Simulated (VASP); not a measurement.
Input of a VASP 6.6.1 run:

INCAR

```
ALGO = Normal ; EDIFF = 1E-6
ENCUT = 520 ; GGA = PE
ISIF = 2 ; ISMEAR = 0
ISPIN = 2 ; LASPH = T
LCHARG = F ; LMAXMIX = 4
LORBIT = 11 ; LREAL = F
LWAVE = F ; MAGMOM = 0 0 0 1
NBANDS = 38 ; NELM = 150
PREC = Accurate ; SIGMA = 0.1
```

The input KPOINTS:

```
k-points
0
Gamma
  6 6 4
```

Contents of POSCAR:

```
Ge3Pd
1.0
    3.7221123498      0.0000000000      0.0000000000
    0.0000000000      3.7221123498      0.0000000000
    0.0000000000      0.0000000000      5.3535508158
Ge Pd
3 1
Direct
    0.0000000000      0.0000000000      0.5000000000
    0.5000000000      0.5000000000      0.0000000000
    0.5000000000      0.5000000000      0.5000000000
    0.0000000000      0.0000000000      0.0000000000
```

Potentials or basis: VASP PAW PBE potentials, release 64 (Ge_d, Pd).

The run is started by

```sh
$ cat potpaw_PBE.64/Ge_d/POTCAR potpaw_PBE.64/Pd/POTCAR > POTCAR
$ mpirun -np 1 vasp_std > vasp.out
```

(1) Predict the pressure.

(2) Estimate the band gap on the k mesh.

(3) What does it give for the net moment?

## Answers

(1) -0.1 GPa.

(2) zero (filled and empty bands overlap).

(3) 0.00 μB per cell.
